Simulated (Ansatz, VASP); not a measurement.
**GeSb2Te4: VASP beside Ansatz**

```xyz
7
Lattice="5.6222 0.0000 0.0000 -2.8111 4.8690 0.0000 0.0000 0.0000 8.8140" Properties=species:S:1:pos:R:3 pbc="T T T"
Ge    0.0000    0.0000    6.4290
Sb    0.0000    3.2460    2.0698
Sb    2.8111    1.6230    2.0698
Te    0.0000    3.2460    5.0112
Te    2.8111    1.6230    5.0112
Te    0.0000    3.2460    7.9428
Te    2.8111    1.6230    7.9428
```

Alike in both runs: functional PBE; k mesh 3 × 3 × 2; occupations gaussian, width 0.1 eV; no spin polarisation.

Ansatz relaxed the structure, and its values are those at the end. VASP's run is a single point on that final structure, the one shown.

|  | VASP | Ansatz |
| --- | --- | --- |
| version | VASP 6.6.1 | Ansatz 0.2.0 |
| potentials or method | VASP PAW PBE potentials, release 64 (Ge_d, Sb, Te), cutoff 520 eV | scalar-relativistic, plane waves, PAW |
| valence electrons in the cell | 48 | 108 |

|  | VASP | Ansatz | Ansatz less VASP |
| --- | --- | --- | --- |
| gap on the k mesh at the Fermi level (eV) | none | none | - |
| pressure (GPa) | -0.1 | 0.0 | +0.03 |
| rms of the force components (eV/Å) | 0.006 | 0.005 | -0.0010 |

A gap of «none» marks a metal or a gap that the smearing closes. VASP's potentials hold 48 valence electrons a cell and Ansatz's 108, so a difference there can come from the potentials and not from the codes.

The k mesh is coarse, so the values compare programs but aren't converged. Spin-orbit coupling is off throughout.
